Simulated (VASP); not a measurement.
# CdTe (F-43m) in VASP: notebook

CdTe is run at these levels: LDA, PBEsol, PBE; tasks: band structure, dielectric tensor, elastic constants.

Everything below comes from runs of VASP 6.6.1. Logs are shortened: lines on timing, memory, paths and dates and some standing lists are left out, and cuts for length are marked.

### 1 The cell of the first run

The structure is cubic, space group F-43m (No. 216). Conventional cell: a = 6.410 Å, b = 6.410 Å, c = 6.410 Å, α = 90.00°, β = 90.00°, γ = 90.00°. Within 3.7 Å of Te (site symmetry -43m) lie 4 Cd at 2.78 Å. Cd (site symmetry -43m) has 4 Te at 2.78 Å within 3.7 Å.

### 2 Band structure, LDA, non-collinear spin, zero start, spin-orbit coupling

POSCAR reads:

```
CdTe
1.0
    0.0000000000      3.2050000000      3.2050000000
    3.2050000000      0.0000000000      3.2050000000
    3.2050000000      3.2050000000      0.0000000000
Te Cd
1 1
Direct
    0.7500000000      0.7500000000      0.7500000000
    0.0000000000      0.0000000000      0.0000000000
```

INCAR.step1 reads:

```
SYSTEM = CdTe
  ALGO = Normal
  EDIFF = 1E-4
  EFERMI = MIDGAP
  ENCUT = 280
  GGA = CA
  GGA_COMPAT = .False.
  ISMEAR = 0
  LASPH = .True.
  LCHARG = .True.
  LORBIT = 11
  LREAL = .False.
  LSORBIT = .True.
  LWAVE = .False.
  MAGMOM = 0 0 0 0 0 0
  NBANDS = 24
  NELM = 200
  PREC = SingleN
  SIGMA = 0.03
```

KPOINTS.step1 reads:

```
Automatic mesh
0
Gamma
  6 6 6
  0 0 0
```

INCAR.step2 reads:

```
SYSTEM = CdTe
  ALGO = Normal
  EDIFF = 1E-4
  EFERMI = MIDGAP
  ENCUT = 280
  GGA = CA
  GGA_COMPAT = .False.
  ICHARG = 11
  ISMEAR = 0
  LASPH = .True.
  LCHARG = .False.
  LORBIT = 11
  LREAL = .False.
  LSORBIT = .True.
  LWAVE = .False.
  MAGMOM = 0 0 0 0 0 0
  NBANDS = 24
  NELM = 200
  PREC = SingleN
  SIGMA = 0.03
```

KPOINTS.step2 reads:

```
path GXWKGLUWLK,UX
5
line-mode
reciprocal
 0.0000000000  0.0000000000  0.0000000000  G
 0.5000000000  0.0000000000  0.5000000000  X

 0.5000000000  0.0000000000  0.5000000000  X
 0.5000000000  0.2500000000  0.7500000000  W

 0.5000000000  0.2500000000  0.7500000000  W
 0.3750000000  0.3750000000  0.7500000000  K

 0.3750000000  0.3750000000  0.7500000000  K
 0.0000000000  0.0000000000  0.0000000000  G

 0.0000000000  0.0000000000  0.0000000000  G
 0.5000000000  0.5000000000  0.5000000000  L

 0.5000000000  0.5000000000  0.5000000000  L
 0.6250000000  0.2500000000  0.6250000000  U

 0.6250000000  0.2500000000  0.6250000000  U
 0.5000000000  0.2500000000  0.7500000000  W

 0.5000000000  0.2500000000  0.7500000000  W
 0.5000000000  0.5000000000  0.5000000000  L

 0.5000000000  0.5000000000  0.5000000000  L
 0.3750000000  0.3750000000  0.7500000000  K

 0.6250000000  0.2500000000  0.6250000000  U
 0.5000000000  0.0000000000  0.5000000000  X
```

Potentials or basis: VASP PAW LDA potentials, release 64 (Te, Cd).

On the command line:

```
$ cat potpaw_LDA.64/Te/POTCAR potpaw_LDA.64/Cd/POTCAR > POTCAR
$ cp INCAR.step1 INCAR
$ cp KPOINTS.step1 KPOINTS
$ mpirun -np 1 vasp_ncl > vasp.out
$ cp INCAR.step2 INCAR
$ cp KPOINTS.step2 KPOINTS
$ mpirun -np 1 vasp_ncl > vasp.out
```

OUTCAR:

```text
SYSTEM = CdTe
   EDIFF = 1E-4
   EFERMI = MIDGAP
   ENCUT = 280
   GGA = CA
   ICHARG = 11
   ISMEAR = 0
   LASPH = .True.
   LORBIT = 11
   LREAL = .False.
   LSORBIT = .True.
   NELM = 200
   PREC = SingleN

 ion  position               nearest neighbor table
   1  0.750  0.750  0.750-   2 2.78   2 2.78   2 2.78   2 2.78
   2  0.000  0.000  0.000-   1 2.78   1 2.78   1 2.78   1 2.78

  LATTYP: Found a face centered cubic cell.
 ALAT       =     6.4100000000

  Lattice vectors:

 A1 = (   0.0000000000,   3.2050000000,   3.2050000000)
 A2 = (   3.2050000000,   0.0000000000,   3.2050000000)
 A3 = (   3.2050000000,   3.2050000000,   0.0000000000)

Analysis of symmetry for initial positions (statically):
=====================================================================
 Subroutine PRICEL returns:
 Original cell was already a primitive cell.

 Routine SETGRP: Setting up the symmetry group for a
 face centered cubic supercell.

 Subroutine GETGRP returns: Found 24 space group operations
 (whereof 24 operations were pure point group operations)
 out of a pool of 48 trial point group operations.

The static configuration has the point symmetry T_d .

Analysis of symmetry for dynamics (positions and initial velocities):
=====================================================================
 Subroutine PRICEL returns:
 Original cell was already a primitive cell.

 Routine SETGRP: Setting up the symmetry group for a
 face centered cubic supercell.

 Subroutine GETGRP returns: Found 24 space group operations
 (whereof 24 operations were pure point group operations)
 out of a pool of 48 trial point group operations.

The dynamic configuration has the point symmetry T_d .

Analysis of structural, dynamic, and magnetic symmetry:
=====================================================================
 Subroutine PRICEL returns:
 Original cell was already a primitive cell.

 Routine SETGRP: Setting up the symmetry group for a
 face centered cubic supercell.

 Subroutine GETGRP returns: Found 24 space group operations
 (whereof 24 operations were pure point group operations)
 out of a pool of 48 trial point group operations.

[... 809 lines left out ...]
  Total       -0.4604431     -0.4604431     -0.4604431     -0.0000000      0.0000000     -0.0000000
  in kB      -11.2039837    -11.2039837    -11.2039837     -0.0000000      0.0000000     -0.0000000
  external PRESSURE =     -11.2039837 kB  Pullay stress =       0.0000000 kB

 VOLUME and BASIS-vectors are now :
 -----------------------------------------------------------------------------
  energy-cutoff  :      280.00
  volume of cell :       65.84
      direct lattice vectors                 reciprocal lattice vectors
     0.000000000  3.205000000  3.205000000    -0.156006240  0.156006240  0.156006240
     3.205000000  0.000000000  3.205000000     0.156006240 -0.156006240  0.156006240
     3.205000000  3.205000000  0.000000000     0.156006240  0.156006240 -0.156006240

 POSITION                                       TOTAL-FORCE (eV/Angst)
 -----------------------------------------------------------------------------------
      4.80750      4.80750      4.80750         0.000000      0.000000      0.000000
      0.00000      0.00000      0.00000        -0.000000     -0.000000     -0.000000
 -----------------------------------------------------------------------------------
    total drift:                                0.000049      0.000049      0.000049

  FREE ENERGIE OF THE ION-ELECTRON SYSTEM (eV)
  ---------------------------------------------------
  free  energy   TOTEN  =        -6.3177991779 eV

  energy  without entropy=       -6.3177991779  energy(sigma->0) =       -6.31779918

 Spin-Orbit-Coupling matrix elements

 Ion:    1  E_soc:     -0.1956063
 l=   1
     0.0000000    -0.0325079    -0.0325079
    -0.0325079     0.0000000    -0.0325079
    -0.0325079    -0.0325079     0.0000000
 l=   2
     0.0000000    -0.0000397     0.0000000    -0.0000397    -0.0000534
    -0.0000397     0.0000000    -0.0000400    -0.0000397    -0.0000133
     0.0000000    -0.0000400     0.0000000    -0.0000400     0.0000000
    -0.0000397    -0.0000397    -0.0000400     0.0000000    -0.0000133
    -0.0000534    -0.0000133     0.0000000    -0.0000133     0.0000000
 l=   3
     0.0000000     0.0000000     0.0000000     0.0000000     0.0000000     0.0000000     0.0000000
     0.0000000     0.0000000     0.0000000     0.0000000     0.0000000     0.0000000     0.0000000
     0.0000000     0.0000000     0.0000000     0.0000000     0.0000000     0.0000000     0.0000000
     0.0000000     0.0000000     0.0000000     0.0000000     0.0000000     0.0000000     0.0000000
     0.0000000     0.0000000     0.0000000     0.0000000     0.0000000     0.0000000     0.0000000
     0.0000000     0.0000000     0.0000000     0.0000000     0.0000000     0.0000000     0.0000000
     0.0000000     0.0000000     0.0000000     0.0000000     0.0000000     0.0000000     0.0000000

 Ion:    2  E_soc:     -0.0618125
 l=   1
     0.0000000    -0.0033120    -0.0033120
    -0.0033120     0.0000000    -0.0033120
    -0.0033120    -0.0033120     0.0000000
 l=   2
     0.0000000    -0.0014405     0.0000000    -0.0014405    -0.0055496
    -0.0014405     0.0000000    -0.0041622    -0.0014405    -0.0013874
     0.0000000    -0.0041622     0.0000000    -0.0041622     0.0000000
    -0.0014405    -0.0014405    -0.0041622     0.0000000    -0.0013874
    -0.0055496    -0.0013874     0.0000000    -0.0013874     0.0000000
 l=   3
     0.0000000     0.0000000     0.0000000     0.0000000     0.0000000     0.0000000     0.0000000
     0.0000000     0.0000000     0.0000000     0.0000000     0.0000000     0.0000000     0.0000000
     0.0000000     0.0000000     0.0000000     0.0000000     0.0000000     0.0000000     0.0000000
     0.0000000     0.0000000     0.0000000     0.0000000     0.0000000     0.0000000     0.0000000
     0.0000000     0.0000000     0.0000000     0.0000000     0.0000000     0.0000000     0.0000000
     0.0000000     0.0000000     0.0000000     0.0000000     0.0000000     0.0000000     0.0000000
     0.0000000     0.0000000     0.0000000     0.0000000     0.0000000     0.0000000     0.0000000

 total charge

# of ion       s       p       d       tot
------------------------------------------
    1        1.343   2.099   0.023   3.465
    2        0.474   0.341   9.500  10.315
--------------------------------------------------
tot          1.818   2.440   9.523  13.780

 magnetization (x)

# of ion       s       p       d       tot
------------------------------------------
    1        0.000   0.000  -0.000  -0.000
    2        0.000   0.000  -0.000  -0.000
--------------------------------------------------
tot          0.000   0.000  -0.000  -0.000

 magnetization (y)

# of ion       s       p       d       tot
------------------------------------------
    1        0.000  -0.000  -0.000  -0.000
    2        0.000   0.000  -0.000  -0.000
--------------------------------------------------
tot          0.000  -0.000  -0.000  -0.000

 magnetization (z)

# of ion       s       p       d       tot
------------------------------------------
    1        0.000  -0.000   0.000   0.000
    2        0.000   0.000  -0.000  -0.000
--------------------------------------------------
tot          0.000  -0.000  -0.000  -0.000
```

OUTCAR.step1:

```text
SYSTEM = CdTe
   EDIFF = 1E-4
   EFERMI = MIDGAP
   ENCUT = 280
   GGA = CA
   ISMEAR = 0
   LASPH = .True.
   LORBIT = 11
   LREAL = .False.
   LSORBIT = .True.
   NELM = 200
[... 903 lines left out ...]

 magnetization (y)

# of ion       s       p       d       tot
------------------------------------------
    1        0.000  -0.000   0.000  -0.000
    2       -0.000   0.000   0.000  -0.000
--------------------------------------------------
tot         -0.000  -0.000   0.000  -0.000

 magnetization (z)

# of ion       s       p       d       tot
------------------------------------------
    1       -0.000   0.000  -0.000   0.000
    2        0.000  -0.000   0.000  -0.000
--------------------------------------------------
tot          0.000  -0.000   0.000  -0.000
```

OSZICAR.step1:

```text
N       E                     dE             d eps       ncg     rms          rms(c)
DAV:   1     0.781976366299E+02    0.78198E+02   -0.59857E+03  1088   0.795E+02
DAV:   2    -0.329922436788E+01   -0.81497E+02   -0.79528E+02  1272   0.239E+02
DAV:   3    -0.637316468400E+01   -0.30739E+01   -0.30688E+01  1232   0.495E+01
DAV:   4    -0.641252060362E+01   -0.39356E-01   -0.39351E-01  1448   0.470E+00
DAV:   5    -0.641283178092E+01   -0.31118E-03   -0.31116E-03  1240   0.412E-01    0.666E+00
DAV:   6    -0.618892119086E+01    0.22391E+00   -0.48559E-01  1160   0.974E+00    0.505E+00
DAV:   7    -0.616790612339E+01    0.21015E-01   -0.13503E-01  1152   0.266E+00    0.251E+00
DAV:   8    -0.616534730621E+01    0.25588E-02   -0.72428E-03  1272   0.105E+00    0.975E-01
DAV:   9    -0.616474601066E+01    0.60130E-03   -0.69574E-04  1160   0.273E-01    0.313E-01
DAV:  10    -0.616466000698E+01    0.86004E-04   -0.33486E-04  1168   0.189E-01
   1 F= -.61646600E+01 E0= -.61646600E+01  d E =-.159680E-19  mag=    -0.0000    -0.0000    -0.0000
```

Run time: 29 s. Hardware: 1 thread of Intel Xeon Platinum 8488C (Sapphire Rapids), shared host; peak memory 0.15 GiB.

What came out:

- Net moment: 0.00 μB per cell

Moments on the atoms (μB; x, y, z):
```
Te  0.00 0.00 0.00
Cd  0.00 0.00 0.00
```

Caveat: the cutoff is under 1.25 times the usual one of these potentials, so pressure, stress and relaxed cells hold a basis-set (Pulay) error; the log is that of the step along the path at fixed density, whose energy, stress, charges and moments have no meaning.

(Part 1 of 2 ends here.)
